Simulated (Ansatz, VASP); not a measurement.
# Two plane-wave programs on KF

```
K F
1.0
     0.05551    2.60977    2.60977
     2.60977    0.05551    2.60977
     2.60977    2.60977    0.05551
K F
1 1
Direct
  0.00000 0.00000 0.00000
  0.50000 0.50000 0.50000
```

Alike in both runs: task single point; functional LDA; k mesh 8 × 8 × 8; occupations gaussian, width 0.05 eV; no spin polarisation.

|  | VASP | Ansatz |
| --- | --- | --- |
| version | VASP 6.6.1 | Ansatz 0.2.0 |
| potentials or method | VASP PAW LDA potentials, release 64 (K_sv, F), cutoff 520 eV | scalar-relativistic, plane waves, PAW |
| valence electrons in the cell | 16 | 16 |

|  | VASP | Ansatz | Ansatz less VASP |
| --- | --- | --- | --- |
| gap on the k mesh at the Fermi level (eV) | 6.33 | 6.35 | +0.020 |
| least direct gap on the mesh (eV) | 6.33 | 6.35 | +0.020 |
| pressure (GPa) | 0.2 | -0.1 | -0.23 |
| traceless stress, the component that is largest in VASP (GPa) | -0.31 | -0.31 | -0.007 |

LDA's correlation is that of Perdew and Zunger in VASP and of Perdew and Wang (1992) in Ansatz.
